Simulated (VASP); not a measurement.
# Yb (Im-3m) in VASP: further runs

The runs below take Yb through single point, with PBE.

Everything below comes from runs of VASP 6.6.1. Logs are shortened: lines on timing, memory, paths and dates and some standing lists are left out, and cuts for length are marked.

## Step 1: The cell of the first run

Symmetry: Im-3m, No. 229, cubic system. Conventional cell: a = 4.267 Å, b = 4.267 Å, c = 4.267 Å, α = 90.00°, β = 90.00°, γ = 90.00°. Within 4.9 Å of Yb (site symmetry m-3m) lie 14 Yb at 3.70 to 4.27 Å.

## Step 2: Single point, PBE (volume scaled by 1.12)

The input, INCAR:

```
PREC = Accurate
ENCUT = 520
EDIFF = 1E-6
ISMEAR = -1
SIGMA = 0.1
LREAL = False
LASPH = True
NELM = 100
ALGO = Normal
ISIF = 2
LWAVE = False
LCHARG = False
GGA = PE
NBANDS = 18
```

The input, KPOINTS:

```
regular mesh
0
Gamma
  12 12 12
```

The input, POSCAR:

```
Yb
1.0
   -2.1333174273      2.1333174273      2.1333174273
    2.1333174273     -2.1333174273      2.1333174273
    2.1333174273      2.1333174273     -2.1333174273
Yb
1
Direct
    0.0000000000      0.0000000000      0.0000000000
```

Potentials or basis: VASP PAW PBE potentials, release 64 (Yb).

On the command line:

```console
$ cat potpaw_PBE.64/Yb/POTCAR > POTCAR
$ mpirun -np 1 vasp_std > vasp.out
```

OUTCAR:

```text
PREC = Accurate
   ENCUT = 520
   EDIFF = 1E-6
   ISMEAR = -1
   LREAL = False
   LASPH = True
   NELM = 100
   ISIF = 2
   GGA = PE

 ion  position               nearest neighbor table
   1  0.000  0.000  0.000-

  LATTYP: Found a body centered cubic cell.
 ALAT       =     4.2666348546

  Lattice vectors:

 A1 = (  -2.1333174273,   2.1333174273,   2.1333174273)
 A2 = (   2.1333174273,  -2.1333174273,   2.1333174273)
 A3 = (   2.1333174273,   2.1333174273,  -2.1333174273)

Analysis of symmetry for initial positions (statically):
=====================================================================
 Subroutine PRICEL returns:
 Original cell was already a primitive cell.

 Routine SETGRP: Setting up the symmetry group for a
 body centered cubic supercell.

 Subroutine GETGRP returns: Found 48 space group operations
 (whereof 48 operations were pure point group operations)
 out of a pool of 48 trial point group operations.

The static configuration has the point symmetry O_h .

Analysis of symmetry for dynamics (positions and initial velocities):
=====================================================================
 Subroutine PRICEL returns:
 Original cell was already a primitive cell.

 Routine SETGRP: Setting up the symmetry group for a
 body centered cubic supercell.

 Subroutine GETGRP returns: Found 48 space group operations
 (whereof 48 operations were pure point group operations)
 out of a pool of 48 trial point group operations.

The dynamic configuration has the point symmetry O_h .

 Subroutine INISYM returns: Found 48 space group operations
 (whereof 48 operations are pure point group operations),
 and found     1 'primitive' translations

----------------------------------------------------------------------------------------

                                     Primitive cell

  volume of cell :      38.8353

  direct lattice vectors                    reciprocal lattice vectors
    -2.133317427  2.133317427  2.133317427     0.000000000  0.234376748  0.234376748
     2.133317427 -2.133317427  2.133317427     0.234376748  0.000000000  0.234376748
     2.133317427  2.133317427 -2.133317427     0.234376748  0.234376748  0.000000000

  length of vectors
     3.695014173  3.695014173  3.695014173     0.331458775  0.331458775  0.331458775

  position of ions in fractional coordinates (direct lattice)
     0.000000000  0.000000000  0.000000000

  ion indices of the primitive-cell ions
   primitive index   ion index
                 1           1

----------------------------------------------------------------------------------------

 KPOINTS: regular mesh

Automatic generation of k-mesh.
 Grid dimensions read from file:
 generate k-points for:   12   12   12

 Generating k-lattice:

  Cartesian coordinates                     Fractional coordinates (reciprocal lattice)
     0.000000000  0.019531396  0.019531396     0.083333333  0.000000000  0.000000000
     0.019531396  0.000000000  0.019531396     0.000000000  0.083333333  0.000000000
     0.019531396  0.019531396  0.000000000     0.000000000  0.000000000  0.083333333

  Length of vectors
     0.027621565  0.027621565  0.027621565

  Shift w.r.t. Gamma in fractional coordinates (k-lattice)
     0.000000000  0.000000000  0.000000000

 Subroutine IBZKPT returns following result:
 ===========================================

 Found     72 irreducible k-points:

 Following reciprocal coordinates:
            Coordinates               Weight
  0.000000  0.000000  0.000000      1.000000
  0.083333  0.000000  0.000000     12.000000
  0.166667  0.000000  0.000000     12.000000
  0.250000  0.000000  0.000000     12.000000
  0.333333  0.000000  0.000000     12.000000
  0.416667  0.000000  0.000000     12.000000
[... 16 lines left out ...]
  0.333333  0.083333  0.083333     24.000000
  0.416667  0.083333  0.083333     12.000000
 [... further k-points ...]
   k-points           NKPTS =     72   k-points in BZ     NKDIM =     72   number of bands    NBANDS=     18
   number of dos      NEDOS =    301   number of ions     NIONS =      1
   total plane-waves  NPLWV =  21952
   dimension x,y,z NGX =    28 NGY =   28 NGZ =   28
   dimension x,y,z NGXF=    56 NGYF=   56 NGZF=   56
   ions per type =               1
   NGX,Y,Z   is equivalent  to a cutoff of  12.60, 12.60, 12.60 a.u.
   NGXF,Y,Z  is equivalent  to a cutoff of  25.20, 25.20, 25.20 a.u.
 SYSTEM =  unknown system
   PREC   = accura    normal or accurate (medium, high low for compatibility)
   ISTART =      0    job   : 0-new  1-cont  2-samecut
   ICHARG =      2    charge: 1-file 2-atom 10-const
   ISPIN  =      1    spin polarized calculation?
   LNONCOLLINEAR =      F non collinear calculations
   LSORBIT =      F    spin-orbit coupling
   LASPH  =      T    aspherical Exc in radial PAW
   ENCUT  =  520.0 eV  38.22 Ry    6.18 a.u.   6.87  6.87  6.87*2*pi/ulx,y,z
   NELM   =    100;   NELMIN=  2; NELMDL= -5     # of ELM steps
   EDIFF  = 0.1E-05   stopping-criterion for ELM
   LREAL  =      F    real-space projection
   EDIFFG = 0.1E-04   stopping-criterion for IOM
   NSW    =      0    number of steps for IOM
   IBRION =     -1    ionic relax: 0-MD 1-quasi-New 2-CG
   NFREE  =      0    steps in history (QN), initial steepest desc. (CG)
   ISIF   =      2    stress and relaxation
   ISYM   =      2    0-nonsym 1-usesym 2-fastsym
   POTIM  = 0.5000    time-step for ionic-motion
   TEBEG  =    0.0;   TEEND  =   0.0 temperature during run
   PSTRESS=    0.0 pullay stress
   NELECT =      24.0000    total number of electrons
   NUPDOWN=      -1.0000    fix difference up-down
   EMIN   =  10.00;   EMAX   =-10.00  energy-range for DOS
   EFERMI =   0.00;   METHOD = LEGACY
   ISMEAR =    -1;   SIGMA  =   0.10  broadening in eV -4-tet -1-fermi 0-gaus
   EFERMI_NEDOS =   21; number of points for ismear=-14 and -15
   IALGO  =     38    algorithm
   IMIX   =      4    mixing-type and parameters
     AMIX     =   0.40;   BMIX     =  1.00
     AMIX_MAG =   1.60;   BMIX_MAG =  1.00
  volume/ion in A,a.u.               =      38.84       262.07
  Fermi-wavevector in a.u.,A,eV,Ry     =   1.394450  2.635129 26.456422  1.944492
  Thomas-Fermi vector in A             =   2.517998
   LORBIT       =      0    0 simple, 1 ext, 2 COOP (PROOUT), +10 PAW based schemes
   GGA     = PE    functional components
   LHFCALC =     F    Hartree Fock is set to
   AEXX    =    0.0000 exact exchange contribution
   IVDW    =     0    specifies the selected vdW correction
   LEPSILON=     F    determine dielectric tensor
   LRPA    =     F    only Hartree local field effects (RPA)
 non-spin polarized calculation
  energy-cutoff  :      520.00
  volume of cell :       38.84
 maximum number of plane-waves:      1088
   NGX = 13   NGY = 13   NGZ = 13

 number of electron      24.0000015 magnetization

 Free energy of the ion-electron system (eV)
  ---------------------------------------------------
  ext. energy  EPLUGINS =         0.00000000
  ---------------------------------------------------
  free energy    TOTEN  =        -3.57983609 eV

  energy without entropy =       -3.49070592  energy(sigma->0) =       -3.53527100

 E-fermi :   1.3657     XC(G=0):  -9.1154

 val. band max:        1.3428587686   @ k =   0.5000   0.5000   0.2500
 cond. band min:       1.4113930719   @ k =  -0.4167  -0.4167   0.1667
 fundamental gap:      0.0685343033
 Fermi energy:         1.3656762411

 k-point     1 :       0.0000    0.0000    0.0000
  band No.  band energies     occupation
      1     -50.5368      2.00000
      2     -22.7493      2.00000
      3     -22.7493      2.00000
      4     -22.7493      2.00000
      5      -3.6462      2.00000
      6       0.7977      1.99319
[... 10 lines left out ...]
     17       5.9053      0.00000
     18      11.6943      0.00000

 k-point     2 :       0.0833    0.0000    0.0000
  band No.  band energies     occupation
      1     -50.5360      2.00000
      2     -22.7674      2.00000
      3     -22.7553      2.00000
      4     -22.7493      2.00000
      5      -3.4886      2.00000
      6       0.7988      1.99312
[... 10 lines left out ...]
     17       5.9040      0.00000
     18      11.8553      0.00000

 k-point     3 :       0.1667    0.0000    0.0000
  band No.  band energies     occupation
      1     -50.5337      2.00000
      2     -22.8163      2.00000
      3     -22.7715      2.00000
      4     -22.7493      2.00000
      5      -3.0317      2.00000
      6       0.8023      1.99288
[... 10 lines left out ...]
     17       5.9248      0.00000
     18      12.0415      0.00000

 k-point     4 :       0.2500    0.0000    0.0000
  band No.  band energies     occupation
      1     -50.5306      2.00000
      2     -22.8821      2.00000
      3     -22.7936      2.00000
      4     -22.7492      2.00000
      5      -2.3254      2.00000
      6       0.8058      1.99262
[... 10 lines left out ...]
     17       6.0156      0.00000
     18      11.4333      0.00000

 k-point     5 :       0.3333    0.0000    0.0000
  band No.  band energies     occupation
      1     -50.5275      2.00000
      2     -22.9467      2.00000
      3     -22.8156      2.00000
      4     -22.7492      2.00000
      5      -1.4680      2.00000
      6       0.8046      1.99271
[... 10 lines left out ...]
     17       6.4973      0.00000
     18       9.9019      0.00000

 k-point     6 :       0.4167    0.0000    0.0000
  band No.  band energies     occupation
      1     -50.5252      2.00000
      2     -22.9933      2.00000
      3     -22.8315      2.00000
      4     -22.7492      2.00000
      5      -0.6529      2.00000
      6       0.8016      1.99292
[... 307 lines left out ...]
 k-point    21 :       0.1667    0.0833    0.0833
  band No.  band energies     occupation
      1     -50.5297      2.00000
      2     -22.9022      2.00000
      3     -22.7863      2.00000
      4     -22.7637      2.00000
      5      -2.0471      2.00000
      6       0.8133      1.99205
[... 10 lines left out ...]
     17       6.0591      0.00000
     18      10.9923      0.00000

 k-point    22 :       0.2500    0.0833    0.0833
  band No.  band energies     occupation
      1     -50.5270      2.00000
      2     -22.9491      2.00000
      3     -22.8153      2.00000
      4     -22.7649      2.00000
      5      -1.1927      2.00000
      6       0.8124      1.99212
[... 10 lines left out ...]
     17       6.7966      0.00000
     18       9.3414      0.00000

 k-point    23 :       0.3333    0.0833    0.0833
  band No.  band energies     occupation
      1     -50.5250      2.00000
      2     -22.9810      2.00000
      3     -22.8386      2.00000
      4     -22.7657      2.00000
      5      -0.3564      2.00000
      6       0.8095      1.99235
[... 10 lines left out ...]
     17       7.5156      0.00000
     18       8.4820      0.00000

 k-point    24 :       0.4167    0.0833    0.0833
  band No.  band energies     occupation
      1     -50.5242      2.00000
      2     -22.9922      2.00000
      3     -22.8474      2.00000
      4     -22.7661      2.00000
      5       0.0550      2.00000
      6       0.8080      1.99246
[... 10 lines left out ...]
     17       7.6760      0.00000
     18       8.4983      0.00000

 [... further k-points ...]

------------------------ aborting loop because EDIFF is reached ----------------------------------------

  FORCE on cell =-STRESS in cart. coord.  units (eV):
  Direction    XX          YY          ZZ          XY          YZ          ZX
  --------------------------------------------------------------------------------------
  -------------------------------------------------------------------------------------
  Total       -0.6744003     -0.6744003     -0.6744003      0.0000000      0.0000000      0.0000000
  in kB      -27.8228686    -27.8228686    -27.8228686      0.0000000      0.0000000      0.0000000
  external PRESSURE =     -27.8228686 kB  Pullay stress =       0.0000000 kB

 VOLUME and BASIS-vectors are now :
 -----------------------------------------------------------------------------
  energy-cutoff  :      520.00
  volume of cell :       38.84
      direct lattice vectors                 reciprocal lattice vectors
    -2.133317427  2.133317427  2.133317427     0.000000000  0.234376748  0.234376748
     2.133317427 -2.133317427  2.133317427     0.234376748  0.000000000  0.234376748
     2.133317427  2.133317427 -2.133317427     0.234376748  0.234376748  0.000000000

 POSITION                                       TOTAL-FORCE (eV/Angst)
 -----------------------------------------------------------------------------------
      0.00000      0.00000      0.00000         0.000000     -0.000000      0.000000
 -----------------------------------------------------------------------------------
    total drift:                                0.000000     -0.000000      0.000000

  FREE ENERGIE OF THE ION-ELECTRON SYSTEM (eV)
  ---------------------------------------------------
  free  energy   TOTEN  =        -3.5798360877 eV

  energy  without entropy=       -3.4907059209  energy(sigma->0) =       -3.53527100
```

Wall time 2.6 min (1 thread of AMD EPYC 7R43 (Zen 3), shared host); peak memory 0.17 GiB.

What came out:

* Free energy: -3.5798 eV
* Pressure: -2.8 GPa
* Band gap on the k mesh: zero (band 12 reaches 1.69 eV, above the bottom of band 13 at 0.95 eV)

Levels at points of the mesh, in eV from the Fermi level:
```tsv
k point	band 10	band 11	band 12	band 13	band 14	band 15
(0.00, 0.00, 0.00)	-0.46	-0.46	-0.44	2.77	2.77	2.77
(0.50, 0.00, 0.00)	-0.48	-0.47	-0.45	0.38	1.28	4.22
(0.50, 0.50, 0.50)	-0.45	-0.45	-0.41	-0.41	4.70	4.70
```

Caveat: the cell differs from its parent crystal (volume scaled by 1.12); spin-orbit coupling is left out, which moves the levels of the heavy elements. Spin polarisation is off, so any magnetic state and its effect on volume and gap are missing.

## Step 3: Single point, PBE

This run uses another cell than the first one, of 34.67 Å³/atom, 0.893 times its volume.

Changes to INCAR since step 2:

```diff
@@ -11,4 +11,6 @@
 LWAVE = False
-LCHARG = False
+LCHARG = True
 GGA = PE
+LELF = True
+LVHAR = True
 NBANDS = 18
```

The input, KPOINTS:

```
regular mesh
0
Gamma
  18 18 18
```

The input, POSCAR:

```
Yb
1.0
   -2.0542319216      2.0542319216      2.0542319216
    2.0542319216     -2.0542319216      2.0542319216
    2.0542319216      2.0542319216     -2.0542319216
Yb
1
Direct
    0.0000000000      0.0000000000      0.0000000000
```

Potentials or basis: VASP PAW PBE potentials, release 64 (Yb).

On the command line:

```console
$ cat potpaw_PBE.64/Yb/POTCAR > POTCAR
$ mpirun -np 1 vasp_std > vasp.out
```

OUTCAR:

```text
PREC = Accurate
   ENCUT = 520
   EDIFF = 1E-6
   ISMEAR = -1
   LREAL = False
   LASPH = True
   NELM = 100
   ISIF = 2
   GGA = PE

 ion  position               nearest neighbor table
   1  0.000  0.000  0.000-

  LATTYP: Found a body centered cubic cell.
 ALAT       =     4.1084638432

  Lattice vectors:

 A1 = (  -2.0542319216,   2.0542319216,   2.0542319216)
 A2 = (   2.0542319216,  -2.0542319216,   2.0542319216)
[... 181 lines left out ...]
  band No.  band energies     occupation
      1     -50.0917      2.00000
      2     -22.2363      2.00000
      3     -22.2363      2.00000
      4     -22.2363      2.00000
      5      -3.5413      2.00000
      6       1.1210      1.99453
[... 481 lines left out ...]
      5       0.0351      2.00000
      6       1.1275      1.99416
[... 10 lines left out ...]
     17       8.9165      0.00000
     18       9.7086      0.00000

 [... further k-points ...]
[... 5 lines left out ...]
  --------------------------------------------------------------------------------------
  -------------------------------------------------------------------------------------
  Total       -0.1116840     -0.1116840     -0.1116840      0.0000000      0.0000000     -0.0000000
  in kB       -5.1605140     -5.1605140     -5.1605140      0.0000000      0.0000000     -0.0000000
  external PRESSURE =      -5.1605140 kB  Pullay stress =       0.0000000 kB

 VOLUME and BASIS-vectors are now :
 -----------------------------------------------------------------------------
  energy-cutoff  :      520.00
  volume of cell :       34.67
      direct lattice vectors                 reciprocal lattice vectors
    -2.054231922  2.054231922  2.054231922     0.000000000  0.243399976  0.243399976
     2.054231922 -2.054231922  2.054231922     0.243399976  0.000000000  0.243399976
     2.054231922  2.054231922 -2.054231922     0.243399976  0.243399976  0.000000000

 POSITION                                       TOTAL-FORCE (eV/Angst)
 -----------------------------------------------------------------------------------
      0.00000      0.00000      0.00000        -0.000000      0.000000     -0.000000
 -----------------------------------------------------------------------------------
    total drift:                               -0.000000      0.000000      0.000000

  FREE ENERGIE OF THE ION-ELECTRON SYSTEM (eV)
  ---------------------------------------------------
  free  energy   TOTEN  =        -3.6100547211 eV

  energy  without entropy=       -3.5292779089  energy(sigma->0) =       -3.56966632
```

stdout:

```text
POSCAR found type information on POSCAR Yb
 POSCAR found :  1 types and       1 ions
 scaLAPACK will be used
 LDA part: xc-table for (Slater+PW92), standard interpolation
 POSCAR, INCAR and KPOINTS ok, starting setup
 FFT: planning ... GRIDC
 FFT: planning ... GRID_SOFT
 FFT: planning ... GRID
 WAVECAR not read
 entering main loop
```

Wall time 5.8 min (1 thread of AMD EPYC 7R43 (Zen 3), shared host); peak memory 0.24 GiB.

What came out:

```
Free energy            : -3.6101 eV
Pressure               : -0.5 GPa
Band gap on the k mesh : zero (band 12 reaches 1.97 eV, above the bottom of band 13 at 1.27 eV)
```

Caveat: spin-orbit coupling is left out, which moves the levels of the heavy elements. Spin polarisation is off, so any magnetic state and its effect on volume and gap are missing.
